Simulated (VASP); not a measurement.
# Be16H (a cell with a defect) in VASP: a series of runs

Runs on Be16H (a cell with a defect). Level: PBE. Tasks: single point.

Everything below comes from runs of VASP 6.6.1. Logs are shortened: lines on timing, memory, paths and dates and some standing lists are left out, and cuts for length are marked.

### 1 The cell of the first run

The cell holds a defect, 17 atoms: a = 4.580 Å, b = 3.966 Å, c = 7.177 Å, α = 90.00°, β = 90.00°, γ = 90.00°.

### 2 Single point, PBE

INCAR reads:

```
SYSTEM = Be16H
PREC = Accurate ; ENCUT = 520
EDIFF = 1E-7 ; ISMEAR = -1
SIGMA = 0.15 ; LREAL = Auto
LASPH = .True. ; NELM = 60
ALGO = Normal ; ISIF = 2
LWAVE = .False. ; LCHARG = .False.
GGA = PE ; NBANDS = 30
```

KPOINTS reads:

```
regular mesh
0
Gamma
  5 5 3
  0 0 0
```

POSCAR reads:

```
Be16H
1.0
   -2.2900000000     -3.9663960000      0.0000000000
    3.4350000000     -1.9831980000      0.0000000000
    0.0000000000      0.0000000000      7.1768600000
Be H
16 1
Direct
    0.7500364273      0.4976959006      0.0014874193
    0.5001811169      0.3342695074      0.2504196821
    0.7499085613      0.4967928982      0.4986358937
    0.5146110127      0.3414358716      0.7534092904
    0.5020284981     -0.0025271439      0.0034166753
    0.2500128387      0.8374484427      0.2489751786
    0.5049986031     -0.0054379036      0.4947998150
    0.2499650179      0.8196290803      0.7530230491
    0.2501059530      0.5036429789      0.0053464886
   -0.0002835944      0.3340543141      0.2503599067
    0.2501763670      0.5093245649      0.4950107707
   -0.0147177187      0.3401346213      0.7534108231
   -0.0021136412     -0.0023968671      0.0037409118
    0.7499083540      0.8285927600      0.2476479965
   -0.0049052489     -0.0052308646      0.4944971756
    0.7497454034      0.8315769938      0.7495178950
    0.2508496412      0.1738878249      0.7085549948
```

Potentials or basis: VASP PAW PBE potentials, release 64 (Be, H).

Run with:

```
> cat potpaw_PBE.64/Be/POTCAR potpaw_PBE.64/H/POTCAR > POTCAR
> mpirun -np 1 vasp_std > vasp.out
```

OUTCAR:

```text
SYSTEM = Be16H
   PREC = Accurate
   ENCUT = 520
   EDIFF = 1E-7
   ISMEAR = -1
   LREAL = Auto
   LASPH = .True.
   NELM = 60
   ISIF = 2
   GGA = PE

 ion  position               nearest neighbor table
   1  0.750  0.498  0.001-   4 2.17  12 2.17  14 2.20  10 2.22   2 2.22  16 2.24   5 2.28  13 2.28
                            13 2.29   5 2.29   9 2.29   9 2.29
   2  0.500  0.334  0.250-   9 2.20  11 2.21   7 2.21   3 2.21   1 2.22   5 2.22  14 2.27   6 2.28
                            10 2.29  10 2.29   6 2.30  14 2.31
   3  0.750  0.497  0.499-   4 2.21  12 2.21   2 2.21  10 2.21  14 2.23  16 2.24   7 2.27  15 2.27
                            15 2.29   7 2.29  11 2.29  11 2.29
   4  0.515  0.341  0.753-  17 1.42  12 2.16   1 2.17   3 2.21  16 2.22   8 2.25   5 2.25   9 2.27
                            16 2.29   7 2.31  11 2.31
   5  0.502  0.997  0.003-  14 2.19   6 2.20   2 2.22  16 2.25   8 2.25   4 2.25  13 2.27   9 2.27
                             1 2.28   1 2.29  13 2.31   9 2.32
   6  0.250  0.837  0.249-   9 2.19  11 2.19  13 2.20   5 2.20  15 2.20   7 2.21  10 2.28   2 2.28
                            14 2.29  14 2.29   2 2.30  10 2.30
   7  0.505  0.995  0.495-  14 2.20   6 2.21   2 2.21  16 2.24  15 2.24  11 2.25   3 2.27   3 2.29
                             8 2.30   4 2.31  15 2.34  11 2.35
   8  0.250  0.820  0.753-  17 1.44   9 2.20  11 2.22   5 2.25   4 2.25  13 2.25  12 2.26  16 2.29
                            16 2.29   7 2.30  15 2.30
   9  0.250  0.504  0.005-   6 2.19   8 2.20   2 2.20  10 2.20   4 2.27  12 2.27   5 2.27  13 2.27
                             1 2.29   1 2.29   5 2.32  13 2.32
  10  1.000  0.334  0.250-   9 2.20  15 2.21  11 2.21   3 2.21  13 2.22   1 2.22  14 2.27   6 2.28
                             2 2.29   2 2.29   6 2.30  14 2.31
  11  0.250  0.509  0.495-   6 2.19   2 2.21  10 2.21   8 2.22   7 2.25  15 2.25   3 2.29   3 2.29
                             4 2.31  12 2.32  15 2.35   7 2.35
  12  0.985  0.340  0.753-  17 1.42   4 2.16   1 2.17   3 2.21  16 2.23  13 2.25   8 2.26   9 2.27
                            16 2.29  15 2.31  11 2.32
  13  0.998  0.998  0.004-  14 2.19   6 2.20  10 2.22  16 2.25   8 2.25  12 2.25   5 2.27   9 2.27
                             1 2.28   1 2.29   5 2.31   9 2.32
  14  0.750  0.829  0.248-  13 2.19   5 2.19  15 2.20   7 2.20   1 2.20   3 2.23   2 2.27  10 2.27
                             6 2.29   6 2.29  10 2.31   2 2.31
  15  0.995  0.995  0.494-  14 2.20   6 2.20  10 2.21  16 2.24   7 2.24  11 2.25   3 2.27   3 2.29
                             8 2.30  12 2.31   7 2.34  11 2.35
  16  0.750  0.832  0.750-   4 2.22  12 2.23   3 2.24   7 2.24   1 2.24  15 2.24   5 2.25  13 2.25
                            12 2.29   8 2.29   4 2.29   8 2.29
  17  0.251  0.174  0.709-   4 1.42  12 1.42   8 1.44

  LATTYP: Found a simple orthorhombic cell.
 ALAT       =     3.9663962620
 B/A-ratio  =     1.1547004875
 C/A-ratio  =     1.8094157835

  Lattice vectors:

 A1 = (  -3.4350000000,   1.9831980000,   0.0000000000)
 A2 = (  -2.2900000000,  -3.9663960000,   0.0000000000)
 A3 = (   0.0000000000,   0.0000000000,   7.1768600000)

Analysis of symmetry for initial positions (statically):
=====================================================================
 Subroutine PRICEL returns:
[... 174 lines left out ...]
  volume/ion in A,a.u.               =       7.67        51.75
  Fermi-wavevector in a.u.,A,eV,Ry     =   1.035573  1.956950 14.591049  1.072412
  Thomas-Fermi vector in A             =   2.169923
   LORBIT       =      0    0 simple, 1 ext, 2 COOP (PROOUT), +10 PAW based schemes
   GGA     = PE    functional components
   LHFCALC =     F    Hartree Fock is set to
   AEXX    =    0.0000 exact exchange contribution
   IVDW    =     0    specifies the selected vdW correction
   LEPSILON=     F    determine dielectric tensor
   LRPA    =     F    only Hartree local field effects (RPA)
 non-spin polarized calculation
  energy-cutoff  :      520.00
  volume of cell :      130.38
 maximum number of plane-waves:      3529
 NGX is ok and might be reduce to    36
   NGX = 17   NGY = 15   NGZ = 27

 number of electron      33.0000001 magnetization

 Free energy of the ion-electron system (eV)
  ---------------------------------------------------
  ext. energy  EPLUGINS =         0.00000000
  ---------------------------------------------------
  free energy    TOTEN  =       -61.46666379 eV

  energy without entropy =      -61.31623344  energy(sigma->0) =      -61.39144861

 E-fermi :   7.1900     XC(G=0): -10.5811

 val. band max:        7.1877124738   @ k =   0.4000   0.2000   0.0000
 cond. band min:       7.2030623507   @ k =   0.4000  -0.2000  -0.3333
 fundamental gap:      0.0153498769
 Fermi energy:         7.1900012846

 k-point     1 :       0.0000    0.0000    0.0000
  band No.  band energies     occupation
      1      -5.0361      2.00000
      2      -2.9397      2.00000
      3      -2.1895      2.00000
      4      -0.2813      2.00000
      5       0.9667      2.00000
      6       1.5178      2.00000
[... 733 lines left out ...]
     27      12.0350      0.00000
     28      12.4675      0.00000

 [... further k-points ...]

 [bands above 28 left out]

------------------------ aborting loop because EDIFF is reached ----------------------------------------

  FORCE on cell =-STRESS in cart. coord.  units (eV):
  Direction    XX          YY          ZZ          XY          YZ          ZX
  --------------------------------------------------------------------------------------
  -------------------------------------------------------------------------------------
  Total        0.5292118      1.4037455      1.2962644      0.7455464     -0.0503327      0.0717472
  in kB        6.5034539     17.2505493     15.9297206      9.1619773     -0.6185354      0.8816971
  external PRESSURE =      13.2279080 kB  Pullay stress =       0.0000000 kB

 VOLUME and BASIS-vectors are now :
 -----------------------------------------------------------------------------
  energy-cutoff  :      520.00
  volume of cell :      130.38
      direct lattice vectors                 reciprocal lattice vectors
    -2.290000000 -3.966396000  0.000000000    -0.109170306 -0.189088533  0.000000000
     3.435000000 -1.983198000  0.000000000     0.218340611 -0.126059022  0.000000000
     0.000000000  0.000000000  7.176860000     0.000000000  0.000000000  0.139336702

 POSITION                                       TOTAL-FORCE (eV/Angst)
 -----------------------------------------------------------------------------------
     -0.00800     -3.96197      0.01068         0.001125     -0.002175      0.046285
      0.00280     -2.64684      1.79723        -0.008641     -0.004645      0.042754
     -0.01081     -3.95967      3.57864        -0.005457     -0.007038      0.030249
     -0.00563     -2.71829      5.40711        -0.010774     -0.003829      0.114464
      2.27667     -3.96943      0.02452         0.023014      0.000315      0.016735
      2.30411     -2.65248      1.78686         0.001498     -0.002413      0.023142
[... 9 lines left out ...]
      1.13955     -4.62297      5.37918         0.004500     -0.027202      0.026723
      0.02286     -1.33982      5.08520         0.001206      0.023877     -0.709456
 -----------------------------------------------------------------------------------
    total drift:                               -0.000129     -0.000075     -0.002028

  FREE ENERGIE OF THE ION-ELECTRON SYSTEM (eV)
  ---------------------------------------------------
  free  energy   TOTEN  =       -61.4666637899 eV

  energy  without entropy=      -61.3162334369  energy(sigma->0) =      -61.39144861
```

OSZICAR:

```text
N       E                     dE             d eps       ncg     rms          rms(c)
DAV:   1     0.345206624939E+02    0.34521E+02   -0.12617E+04  2280   0.925E+02
DAV:   2    -0.577292532825E+02   -0.92250E+02   -0.85008E+02  3004   0.171E+02
DAV:   3    -0.620888930982E+02   -0.43596E+01   -0.42452E+01  3002   0.307E+01
DAV:   4    -0.621398971689E+02   -0.51004E-01   -0.50874E-01  2906   0.383E+00
DAV:   5    -0.621404497871E+02   -0.55262E-03   -0.55247E-03  2924   0.309E-01    0.413E+00
DAV:   6    -0.616417956062E+02    0.49865E+00   -0.13740E-01  2962   0.247E+00    0.242E+00
DAV:   7    -0.614711018564E+02    0.17069E+00   -0.19240E-01  2672   0.244E+00    0.489E-01
DAV:   8    -0.614676281851E+02    0.34737E-02   -0.15881E-02  2772   0.655E-01    0.254E-01
DAV:   9    -0.614666534701E+02    0.97472E-03   -0.25358E-03  2692   0.248E-01    0.461E-02
DAV:  10    -0.614666580868E+02   -0.46167E-05   -0.42437E-04  2812   0.102E-01    0.121E-02
DAV:  11    -0.614666609340E+02   -0.28471E-05   -0.10085E-05  2948   0.148E-02    0.405E-03
DAV:  12    -0.614666635200E+02   -0.25860E-05   -0.12236E-06  2810   0.635E-03    0.151E-03
DAV:  13    -0.614666637380E+02   -0.21803E-06   -0.26248E-07  2422   0.262E-03    0.539E-04
DAV:  14    -0.614666637899E+02   -0.51876E-07   -0.33141E-08  1788   0.786E-04
   1 F= -.61466664E+02 E0= -.61391449E+02  d E =-.150430E+00
```

Wall time 3.2 min (1 thread of Intel Xeon Platinum 8259CL at 2.50GHz (Skylake/Cascade Lake), shared host); peak memory 0.27 GiB.

What came out:

| Property | Result |
| --- | --- |
| Free energy | -61.4667 eV |
| Pressure | 1.3 GPa |
| Largest force | 0.710 eV/Å |
| Band gap on the k mesh | zero (an odd number of electrons rules out a gap without spin polarisation) |

Forces on the atoms (eV/Å):
```
Be   0.001 -0.002  0.046
Be  -0.009 -0.005  0.043
Be  -0.005 -0.007  0.030
Be  -0.011 -0.004  0.114
Be   0.023  0.000  0.017
Be   0.001 -0.002  0.023
Be  -0.022 -0.012  0.029
Be   0.026  0.001  0.099
Be  -0.024  0.021  0.024
Be   0.009  0.000  0.047
Be   0.026 -0.003  0.056
Be  -0.005 -0.010  0.105
Be   0.002 -0.016 -0.009
Be  -0.009  0.004  0.008
Be  -0.009  0.038  0.050
Be   0.004 -0.027  0.027
H    0.001  0.024 -0.709
```

Stress tensor (GPa, compression positive):
```
 0.65  0.92  0.09
 0.92  1.73 -0.06
 0.09 -0.06  1.59
```

### 3 Single point, PBE

INCAR reads:

```
SYSTEM = Be16H
PREC = Accurate
ENCUT = 520
EDIFF = 1E-7
ISMEAR = -1
SIGMA = 0.15
LREAL = Auto
LASPH = .True.
NELM = 100
ALGO = Normal
ISIF = 2
LWAVE = .False.
LCHARG = .True.
GGA = PE
LELF = .True.
LVHAR = .True.
NBANDS = 30
```

KPOINTS reads:

```
Automatic mesh
0
Gamma
  5 5 3
  0 0 0
```

POSCAR reads:

```
Be16H
1.0
   -2.2900000000     -3.9663960000      0.0000000000
    3.4350000000     -1.9831980000      0.0000000000
    0.0000000000      0.0000000000      7.1768600000
Be H
16 1
Direct
    0.7501031648      0.4987756178      0.0016227152
    0.5003067121      0.3338932666      0.2505767146
    0.7500103867      0.4978261385      0.4983378525
    0.5105815142      0.3386709367      0.7545795794
    0.5012544471     -0.0020379377      0.0014376761
    0.2500996452      0.8377412482      0.2481220199
    0.5066382720     -0.0071051986      0.4951395178
    0.2501789079      0.8245885587      0.7540470345
    0.2501772553      0.4997533958      0.0041837238
   -0.0002100307      0.3337851615      0.2505303155
    0.2502253923      0.5096178016      0.4964873218
   -0.0103680928      0.3381825524      0.7545542201
   -0.0010943440     -0.0019566369      0.0015726934
    0.7500167962      0.8287177477      0.2459610470
   -0.0063488239     -0.0069257079      0.4950123034
    0.7498985914      0.8304572851      0.7492704330
    0.2503654448      0.1755792922      0.6666483671
```

Potentials or basis: VASP PAW PBE potentials, release 64 (Be, H).

Run with:

```
> cat potpaw_PBE.64/Be/POTCAR potpaw_PBE.64/H/POTCAR > POTCAR
> mpirun -np 1 vasp_std > vasp.out
```

It took 3.3 min on 1 thread of Intel Xeon Platinum 8259CL at 2.50GHz (Skylake/Cascade Lake), shared host; peak memory 0.27 GiB.

It converged, with:

* Free energy: -61.7088 eV
* Pressure: 0.5 GPa
* Largest force: 0.710 eV/Å
* Band gap on the k mesh: zero (an odd number of electrons rules out a gap without spin polarisation)

Forces in eV/Å, atoms in the order of the input:
```
Be   0.008 -0.006  0.056
Be  -0.005 -0.002  0.048
Be   0.007 -0.011  0.034
Be  -0.002  0.044  0.074
Be   0.018  0.004  0.002
Be   0.006 -0.004  0.034
Be  -0.018 -0.008  0.059
Be   0.049 -0.020  0.068
Be  -0.031  0.022  0.017
Be   0.004  0.000  0.051
Be   0.002  0.006  0.076
Be  -0.030 -0.027  0.072
Be   0.000 -0.016 -0.009
Be  -0.006  0.001  0.025
Be  -0.007  0.028  0.068
Be  -0.002 -0.012  0.036
H    0.008  0.000 -0.710
```

Stress tensor (GPa, compression positive):
```
 0.35  0.92  0.16
 0.92  1.40 -0.10
 0.16 -0.10 -0.25
```

Levels at points of the mesh, in eV from the Fermi level:
| k point | band 13 | band 14 | band 15 | band 16 | band 17 | band 18 | band 19 | band 20 |
| --- | --- | --- | --- | --- | --- | --- | --- | --- |
| (0.00, 0.00, 0.00) | -4.03 | -3.60 | -0.37 | 0.19 | 0.41 | 0.67 | 0.86 | 1.11 |
